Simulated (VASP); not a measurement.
Crystal: WC.

```
W C
1.0
     2.88148    0.00000    0.00000
    -1.44074    2.49544    0.00000
     0.00000    0.00000    2.81330
W C
1 1
Direct
  0.00000 0.00000 0.00000
  0.66667 0.33333 0.50000
```

```yaml
Program: VASP 6.6.1
Task: relaxation of cell and atoms
Functional: PBE
Potentials_or_basis: VASP PAW PBE potentials, release 64 (W_sv, C)
Cutoff: 600 eV
k_mesh: 12 × 12 × 11
Occupations: fermi-dirac, width 0.1 eV
Spin: no spin polarisation
```

At the start: pressure 17.9 GPa; volume 10.11 Å³/atom.

**Question.** Where does the relaxation end?

**Answer.** Over 7 steps the energy falls by 23.5 meV/atom and the volume is 10.55 Å³/atom (+4.3 %); space group P-6m2 (No. 187, to 0.05 Å).

Step by step:
```tsv
step	energy change (eV)	largest force (eV/Å)	pressure (GPa)	volume (Å³)
1	0.0000	0.0003	17.87	20.23
2	0.2737	0.0001	-35.17	23.72
3	-0.0466	0.0001	-0.72	21.14
4	-0.0467	0.0001	-0.02	21.10
5	-0.0466	0.0001	0.31	21.08
6	-0.0467	0.0000	0.26	21.10
7	-0.0469	0.0000	0.28	21.09
```

Final structure:
```yaml
crystal:
  lattice:
    - [2.92384, 0.00000, 0.00000]
    - [-1.46192, 2.53212, 0.00000]
    - [0.00000, 0.00000, 2.84868]
  atoms:
    - { symbol: W, position: [0.00000, 0.00000, 0.00000] }
    - { symbol: C, position: [0.66667, 0.33333, 0.50000] }
```
